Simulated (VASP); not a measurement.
# Ca (Fm-3m) in VASP: further runs

The runs below take Ca through single point, with PBE.

Everything below comes from runs of VASP 6.6.1. Logs are shortened: lines on timing, memory, paths and dates and some standing lists are left out, and cuts for length are marked.

### 1 The cell of the first run

It takes space group Fm-3m (No. 225, cubic). The conventional cell has a = 5.588 Å, b = 5.588 Å, c = 5.588 Å, α = 90.00°, β = 90.00°, γ = 90.00°. Ca (site symmetry m-3m) has 12 Ca at 3.95 Å within 5.2 Å.

### 2 Single point, PBE

The input, INCAR:

```
SYSTEM = Ca
PREC = Accurate
ENCUT = 520
EDIFF = 1E-6
ISMEAR = 0
SIGMA = 0.1
LREAL = .False.
LASPH = .True.
NELM = 80
ALGO = Normal
ISIF = 2
LWAVE = .False.
LCHARG = .False.
GGA = PE
NBANDS = 11
```

The input, KPOINTS:

```
regular mesh
0
Gamma
  14 14 14
  0 0 0
```

The input, POSCAR:

```
Ca
1.0
    0.0000000000      2.7942000000      2.7942000000
    2.7942000000      0.0000000000      2.7942000000
    2.7942000000      2.7942000000      0.0000000000
Ca
1
Direct
    0.0000000000      0.0000000000      0.0000000000
```

Potentials or basis: VASP PAW PBE potentials, release 64 (Ca_sv).

Started as:

```console
> cat potpaw_PBE.64/Ca_sv/POTCAR > POTCAR
> mpirun -np 1 vasp_std > vasp.out
```

OUTCAR:

```text
SYSTEM = Ca
   PREC = Accurate
   ENCUT = 520
   EDIFF = 1E-6
   ISMEAR = 0
   LREAL = .False.
   LASPH = .True.
   NELM = 80
   ISIF = 2
   GGA = PE

 ion  position               nearest neighbor table
   1  0.000  0.000  0.000-

  LATTYP: Found a face centered cubic cell.
 ALAT       =     5.5884000000

  Lattice vectors:

 A1 = (   0.0000000000,   2.7942000000,   2.7942000000)
 A2 = (   2.7942000000,   0.0000000000,   2.7942000000)
 A3 = (   2.7942000000,   2.7942000000,   0.0000000000)

Analysis of symmetry for initial positions (statically):
=====================================================================
 Subroutine PRICEL returns:
 Original cell was already a primitive cell.

 Routine SETGRP: Setting up the symmetry group for a
 face centered cubic supercell.

 Subroutine GETGRP returns: Found 48 space group operations
 (whereof 48 operations were pure point group operations)
 out of a pool of 48 trial point group operations.

The static configuration has the point symmetry O_h .

Analysis of symmetry for dynamics (positions and initial velocities):
=====================================================================
 Subroutine PRICEL returns:
 Original cell was already a primitive cell.

 Routine SETGRP: Setting up the symmetry group for a
 face centered cubic supercell.

 Subroutine GETGRP returns: Found 48 space group operations
 (whereof 48 operations were pure point group operations)
 out of a pool of 48 trial point group operations.

The dynamic configuration has the point symmetry O_h .

 Subroutine INISYM returns: Found 48 space group operations
 (whereof 48 operations are pure point group operations),
 and found     1 'primitive' translations

----------------------------------------------------------------------------------------

                                     Primitive cell

  volume of cell :      43.6317

  direct lattice vectors                    reciprocal lattice vectors
     0.000000000  2.794200000  2.794200000    -0.178942094  0.178942094  0.178942094
     2.794200000  0.000000000  2.794200000     0.178942094 -0.178942094  0.178942094
     2.794200000  2.794200000  0.000000000     0.178942094  0.178942094 -0.178942094

  length of vectors
     3.951595536  3.951595536  3.951595536     0.309936799  0.309936799  0.309936799

  position of ions in fractional coordinates (direct lattice)
     0.000000000  0.000000000  0.000000000

  ion indices of the primitive-cell ions
   primitive index   ion index
                 1           1

----------------------------------------------------------------------------------------

 KPOINTS: regular mesh

Automatic generation of k-mesh.
 Grid dimensions read from file:
 generate k-points for:   14   14   14

 Generating k-lattice:

  Cartesian coordinates                     Fractional coordinates (reciprocal lattice)
    -0.012781578  0.012781578  0.012781578     0.071428571  0.000000000  0.000000000
     0.012781578 -0.012781578  0.012781578     0.000000000  0.071428571  0.000000000
     0.012781578  0.012781578 -0.012781578     0.000000000  0.000000000  0.071428571

  Length of vectors
     0.022138343  0.022138343  0.022138343

  Shift w.r.t. Gamma in fractional coordinates (k-lattice)
     0.000000000  0.000000000  0.000000000

 Subroutine IBZKPT returns following result:
 ===========================================

 Found    104 irreducible k-points:

 Following reciprocal coordinates:
            Coordinates               Weight
  0.000000  0.000000  0.000000      1.000000
  0.071429  0.000000  0.000000      8.000000
  0.142857  0.000000  0.000000      8.000000
  0.214286  0.000000  0.000000      8.000000
  0.285714  0.000000  0.000000      8.000000
  0.357143  0.000000  0.000000      8.000000
[... 16 lines left out ...]
  0.214286  0.142857  0.000000     24.000000
  0.285714  0.142857  0.000000     24.000000
 [... further k-points ...]
   k-points           NKPTS =    104   k-points in BZ     NKDIM =    104   number of bands    NBANDS=     11
   number of dos      NEDOS =    301   number of ions     NIONS =      1
   total plane-waves  NPLWV =  27000
   dimension x,y,z NGX =    30 NGY =   30 NGZ =   30
   dimension x,y,z NGXF=    60 NGYF=   60 NGZF=   60
   ions per type =               1
   NGX,Y,Z   is equivalent  to a cutoff of  12.62, 12.62, 12.62 a.u.
   NGXF,Y,Z  is equivalent  to a cutoff of  25.24, 25.24, 25.24 a.u.
 SYSTEM =  Ca
   PREC   = accura    normal or accurate (medium, high low for compatibility)
   ISTART =      0    job   : 0-new  1-cont  2-samecut
   ICHARG =      2    charge: 1-file 2-atom 10-const
   ISPIN  =      1    spin polarized calculation?
   LNONCOLLINEAR =      F non collinear calculations
   LSORBIT =      F    spin-orbit coupling
   LASPH  =      T    aspherical Exc in radial PAW
   ENCUT  =  520.0 eV  38.22 Ry    6.18 a.u.   7.35  7.35  7.35*2*pi/ulx,y,z
   NELM   =     80;   NELMIN=  2; NELMDL= -5     # of ELM steps
   EDIFF  = 0.1E-05   stopping-criterion for ELM
   LREAL  =      F    real-space projection
   EDIFFG = 0.1E-04   stopping-criterion for IOM
   NSW    =      0    number of steps for IOM
   IBRION =     -1    ionic relax: 0-MD 1-quasi-New 2-CG
   NFREE  =      0    steps in history (QN), initial steepest desc. (CG)
   ISIF   =      2    stress and relaxation
   ISYM   =      2    0-nonsym 1-usesym 2-fastsym
   POTIM  = 0.5000    time-step for ionic-motion
   TEBEG  =    0.0;   TEEND  =   0.0 temperature during run
   PSTRESS=    0.0 pullay stress
   NELECT =      10.0000    total number of electrons
   NUPDOWN=      -1.0000    fix difference up-down
   EMIN   =  10.00;   EMAX   =-10.00  energy-range for DOS
   EFERMI =   0.00;   METHOD = LEGACY
   ISMEAR =     0;   SIGMA  =   0.10  broadening in eV -4-tet -1-fermi 0-gaus
   EFERMI_NEDOS =   21; number of points for ismear=-14 and -15
   IALGO  =     38    algorithm
   IMIX   =      4    mixing-type and parameters
     AMIX     =   0.40;   BMIX     =  1.00
     AMIX_MAG =   1.60;   BMIX_MAG =  1.00
  volume/ion in A,a.u.               =      43.63       294.44
  Fermi-wavevector in a.u.,A,eV,Ry     =   1.001861  1.893242 13.656506  1.003725
  Thomas-Fermi vector in A             =   2.134310
   LORBIT       =      0    0 simple, 1 ext, 2 COOP (PROOUT), +10 PAW based schemes
   GGA     = PE    functional components
   LHFCALC =     F    Hartree Fock is set to
   AEXX    =    0.0000 exact exchange contribution
   IVDW    =     0    specifies the selected vdW correction
   LEPSILON=     F    determine dielectric tensor
   LRPA    =     F    only Hartree local field effects (RPA)
 non-spin polarized calculation
 Gauss-broadening in eV      SIGMA  =   0.10
  energy-cutoff  :      520.00
  volume of cell :       43.63
 maximum number of plane-waves:      1211
 NGX is ok and might be reduce to    30
   NGX = 15   NGY = 15   NGZ = 15

 number of electron      10.0000000 magnetization

 number of electron       9.9999997 magnetization

 Free energy of the ion-electron system (eV)
  ---------------------------------------------------
  ext. energy  EPLUGINS =         0.00000000
  ---------------------------------------------------
  free energy    TOTEN  =        -1.93106592 eV

  energy without entropy =       -1.92410826  energy(sigma->0) =       -1.92758709

 E-fermi :   1.8232     XC(G=0):  -7.6337

 val. band max:        1.8154876618   @ k =  -0.3571   0.4286   0.0714
 cond. band min:       1.8589411900   @ k =  -0.3571   0.3571   0.0000
 fundamental gap:      0.0434535282
 Fermi energy:         1.8232007609

 k-point     1 :       0.0000    0.0000    0.0000
  band No.  band energies     occupation
      1     -40.2679      2.00000
      2     -21.1885      2.00000
      3     -21.1885      2.00000
      4     -21.1885      2.00000
      5      -2.1369      2.00000
      6       4.1200      0.00000
      7       4.1200      0.00000
      8       4.1200      0.00000
      9       5.1479      0.00000
     10       5.1479      0.00000
     11      10.8040      0.00000

 k-point     2 :       0.0714    0.0000    0.0000
  band No.  band energies     occupation
      1     -40.2673      2.00000
      2     -21.1946      2.00000
      3     -21.1893      2.00000
      4     -21.1893      2.00000
      5      -2.0519      2.00000
      6       4.0287      0.00000
      7       4.1525      0.00000
      8       4.1525      0.00000
      9       5.1198      0.00000
     10       5.1198      0.00000
     11      10.9016      0.00000

 k-point     3 :       0.1429    0.0000    0.0000
  band No.  band energies     occupation
      1     -40.2657      2.00000
      2     -21.2117      2.00000
      3     -21.1917      2.00000
      4     -21.1917      2.00000
      5      -1.8009      2.00000
      6       3.7807      0.00000
      7       4.2262      0.00000
      8       4.2262      0.00000
      9       5.0691      0.00000
     10       5.0691      0.00000
     11      10.6615      0.00000

 k-point     4 :       0.2143    0.0000    0.0000
  band No.  band energies     occupation
      1     -40.2634      2.00000
      2     -21.2363      2.00000
      3     -21.1951      2.00000
      4     -21.1951      2.00000
      5      -1.3963      2.00000
      6       3.4288      0.00000
      7       4.2659      0.00000
      8       4.2659      0.00000
      9       5.0923      0.00000
     10       5.0923      0.00000
     11       9.5456      0.00000

 k-point     5 :       0.2857    0.0000    0.0000
  band No.  band energies     occupation
      1     -40.2608      2.00000
      2     -21.2634      2.00000
      3     -21.1989      2.00000
      4     -21.1989      2.00000
      5      -0.8601      2.00000
      6       3.0113      0.00000
      7       4.2131      0.00000
      8       4.2131      0.00000
      9       5.2592      0.00000
     10       5.2592      0.00000
     11       8.4884      0.00000
[... 211 lines left out ...]
 k-point    21 :      -0.0714    0.0714    0.0000
  band No.  band energies     occupation
      1     -40.2664      2.00000
      2     -21.2030      2.00000
      3     -21.1930      2.00000
      4     -21.1897      2.00000
      5      -1.9116      2.00000
      6       3.8938      0.00000
      7       4.1844      0.00000
      8       4.2117      0.00000
      9       5.0095      0.00000
     10       5.1519      0.00000
     11      11.0129      0.00000

 k-point    22 :       0.1429    0.1429    0.0000
  band No.  band energies     occupation
      1     -40.2650      2.00000
      2     -21.2110      2.00000
      3     -21.1969      2.00000
      4     -21.1969      2.00000
      5      -1.6902      2.00000
      6       3.7050      0.00000
      7       4.2981      0.00000
      8       4.2981      0.00000
      9       4.7217      0.00000
     10       5.2615      0.00000
     11      11.2964      0.00000

 k-point    23 :       0.2143    0.1429    0.0000
  band No.  band energies     occupation
      1     -40.2632      2.00000
      2     -21.2269      2.00000
      3     -21.2011      2.00000
      4     -21.2001      2.00000
      5      -1.3935      2.00000
      6       3.4821      0.00000
      7       4.3071      0.00000
      8       4.3863      0.00000
      9       4.6285      0.00000
     10       5.3199      0.00000
     11      10.5045      0.00000

 k-point    24 :       0.2857    0.1429    0.0000
  band No.  band energies     occupation
      1     -40.2610      2.00000
      2     -21.2491      2.00000
      3     -21.2054      2.00000
      4     -21.2040      2.00000
      5      -0.9528      2.00000
      6       3.1902      0.00000
      7       4.0913      0.00000
      8       4.4198      0.00000
      9       4.8366      0.00000
     10       5.4361      0.00000
     11       9.3102      0.00000

 [... further k-points ...]

------------------------ aborting loop because EDIFF is reached ----------------------------------------

  FORCE on cell =-STRESS in cart. coord.  units (eV):
  Direction    XX          YY          ZZ          XY          YZ          ZX
  --------------------------------------------------------------------------------------
  -------------------------------------------------------------------------------------
  Total       -0.1507475     -0.1507475     -0.1507475      0.0000000      0.0000000     -0.0000000
  in kB       -5.5355182     -5.5355182     -5.5355182      0.0000000      0.0000000     -0.0000000
  external PRESSURE =      -5.5355182 kB  Pullay stress =       0.0000000 kB

 VOLUME and BASIS-vectors are now :
 -----------------------------------------------------------------------------
  energy-cutoff  :      520.00
  volume of cell :       43.63
      direct lattice vectors                 reciprocal lattice vectors
     0.000000000  2.794200000  2.794200000    -0.178942094  0.178942094  0.178942094
     2.794200000  0.000000000  2.794200000     0.178942094 -0.178942094  0.178942094
     2.794200000  2.794200000  0.000000000     0.178942094  0.178942094 -0.178942094

 POSITION                                       TOTAL-FORCE (eV/Angst)
 -----------------------------------------------------------------------------------
      0.00000      0.00000      0.00000         0.000000      0.000000      0.000000
 -----------------------------------------------------------------------------------
    total drift:                               -0.000000     -0.000000      0.000000

  FREE ENERGIE OF THE ION-ELECTRON SYSTEM (eV)
  ---------------------------------------------------
  free  energy   TOTEN  =        -1.9310659211 eV

  energy  without entropy=       -1.9241082643  energy(sigma->0) =       -1.92758709
```

Run time: 29 s. Hardware: 1 thread of Intel Xeon 6975P-C, shared host; peak memory 0.2 GiB.

Results:

```yaml
Free_energy: -1.9311 eV
Pressure: -0.6 GPa
Band_gap_on_the_k_mesh: zero (band 5 reaches 2.00 eV, above the bottom of band 6 at 1.65 eV)
```

### 3 Single point, PBE (volume scaled by 1.03)

The input, INCAR:

```
SYSTEM = Ca
PREC = Accurate
ENCUT = 520
EDIFF = 1E-6
ISMEAR = 0
SIGMA = 0.1
LREAL = .FALSE.
LASPH = .TRUE.
NELM = 80
ALGO = Fast
ISIF = 2
LWAVE = .FALSE.
LCHARG = .TRUE.
GGA = PE
LELF = .TRUE.
LVHAR = .TRUE.
NBANDS = 11
```

The input, KPOINTS:

```
Automatic mesh
0
G
  14 14 14
  0 0 0
```

The input, POSCAR:

```
Ca
1.0
    0.0000000000      2.7897485036      2.7897485036
    2.7897485036      0.0000000000      2.7897485036
    2.7897485036      2.7897485036      0.0000000000
Ca
1
Direct
    0.0000000000      0.0000000000      0.0000000000
```

Potentials or basis: VASP PAW PBE potentials, release 64 (Ca_sv).

Started as:

```console
> cat potpaw_PBE.64/Ca_sv/POTCAR > POTCAR
> mpirun -np 1 vasp_std > vasp.out
```

Wall time 42 s (1 thread of Intel Xeon 6975P-C, shared host); peak memory 0.19 GiB.

It converged, with:

```yaml
Free_energy: -1.9317 eV
Pressure: -0.5 GPa
Band_gap_on_the_k_mesh: zero (band 5 reaches 2.02 eV, above the bottom of band 6 at 1.67 eV)
```

Levels at points of the mesh, in eV from the Fermi level:
```tsv
k point	band 3	band 4	band 5	band 6	band 7	band 8
(0.00, 0.00, 0.00)	-23.00	-23.00	-3.97	2.30	2.30	2.30
(0.50, 0.00, 0.00)	-23.02	-23.02	-0.97	-0.17	2.19	2.19
(0.50, 0.50, 0.00)	-23.05	-23.05	-0.42	0.60	0.92	3.99
```

### 4 Single point, PBE (volume scaled by 1.06)

The input, INCAR:

```
SYSTEM = Ca
PREC = Accurate ; ENCUT = 520
EDIFF = 1E-6 ; ISMEAR = 0
SIGMA = 0.1 ; LREAL = .False.
LASPH = .True. ; NELM = 100
ALGO = Normal ; ISIF = 2
LWAVE = .False. ; LCHARG = .False.
GGA = PE ; NBANDS = 11
```

The input, KPOINTS:

```
Automatic mesh
0
Gamma
  14 14 14
  0 0 0
```

The input, POSCAR:

```
Ca
1.0
    0.0000000000      2.8165746541      2.8165746541
    2.8165746541      0.0000000000      2.8165746541
    2.8165746541      2.8165746541      0.0000000000
Ca
1
Direct
    0.0000000000      0.0000000000      0.0000000000
```

Started as:

```console
> cat potpaw_PBE.64/Ca_sv/POTCAR > POTCAR
> mpirun -np 1 vasp_std > vasp.out
```

It took 29 s on 1 thread of Intel Xeon 6975P-C, shared host; peak memory 0.2 GiB.

The run converged. Its results:

- Free energy: -1.9265 eV
- Pressure: -0.9 GPa
- Band gap on the k mesh: zero (band 5 reaches 1.92 eV, above the bottom of band 6 at 1.54 eV)

Levels at points of the mesh, in eV from the Fermi level:
```csv
k point,band 3,band 4,band 5,band 6,band 7,band 8
"(0.00, 0.00, 0.00)",-23.07,-23.07,-3.92,2.26,2.26,2.26
"(0.50, 0.00, 0.00)",-23.09,-23.09,-0.96,-0.19,2.16,2.16
"(0.50, 0.50, 0.00)",-23.11,-23.11,-0.40,0.61,0.87,3.89
```

### 5 Single point, PBE (volume scaled by 1.10)

The input, INCAR:

```
SYSTEM = Ca
PREC = Accurate ; ENCUT = 520
EDIFF = 1E-7 ; ISMEAR = 0
SIGMA = 0.1 ; LREAL = .False.
LASPH = .True. ; NELM = 60
ALGO = Normal ; ISIF = 2
LWAVE = .False. ; LCHARG = .False.
GGA = PE ; NBANDS = 11
```

KPOINTS is that of step 4.

The input, POSCAR:

```
Ca
1.0
    0.0000000000      2.8515667371      2.8515667371
    2.8515667371      0.0000000000      2.8515667371
    2.8515667371      2.8515667371      0.0000000000
Ca
1
Direct
    0.0000000000      0.0000000000      0.0000000000
```

Started as:

```console
> cat potpaw_PBE.64/Ca_sv/POTCAR > POTCAR
> mpirun -np 1 vasp_std > vasp.out
```

Wall time 42 s (1 thread of Intel Xeon 6975P-C, shared host); peak memory 0.2 GiB.

The run converged. Its results:

```
Free energy            : -1.9146 eV
Pressure               : -1.4 GPa
Band gap on the k mesh : zero (band 5 reaches 1.80 eV, above the bottom of band 6 at 1.38 eV)
```

Levels at points of the mesh, in eV from the Fermi level:
| k point | band 1 | band 2 | band 3 | band 4 | band 5 | band 6 | band 7 | band 8 | band 9 | band 10 |
| --- | --- | --- | --- | --- | --- | --- | --- | --- | --- | --- |
| (0.00, 0.00, 0.00) | -42.24 | -23.16 | -23.16 | -23.16 | -3.85 | 2.21 | 2.21 | 2.21 | 3.16 | 3.16 |
| (0.50, 0.00, 0.00) | -42.23 | -23.26 | -23.18 | -23.18 | -0.95 | -0.21 | 2.11 | 2.11 | 3.77 | 3.77 |
| (0.50, 0.50, 0.00) | -42.23 | -23.26 | -23.20 | -23.20 | -0.37 | 0.62 | 0.81 | 3.77 | 3.93 | 3.93 |

### 6 Summary

| cell | gap on the mesh (eV) | pressure (GPa) |
| --- | --- | --- |
| a = 3.952 Å, angles 60.0°, 1 atom | none | -0.6 |
| a = 3.945 Å, angles 60.0°, 1 atom | none | -0.5 |
| a = 3.983 Å, angles 60.0°, 1 atom | none | -0.9 |
| a = 4.033 Å, angles 60.0°, 1 atom | none | -1.4 |

Alike in all rows: task single point; level PBE; potentials or basis VASP PAW PBE potentials, release 64 (Ca_sv); no spin polarisation; k mesh 14 × 14 × 14; cutoff (eV) 520; smearing gaussian 0.1 eV.

Absolute energies hang on the potentials; compare differences alone.
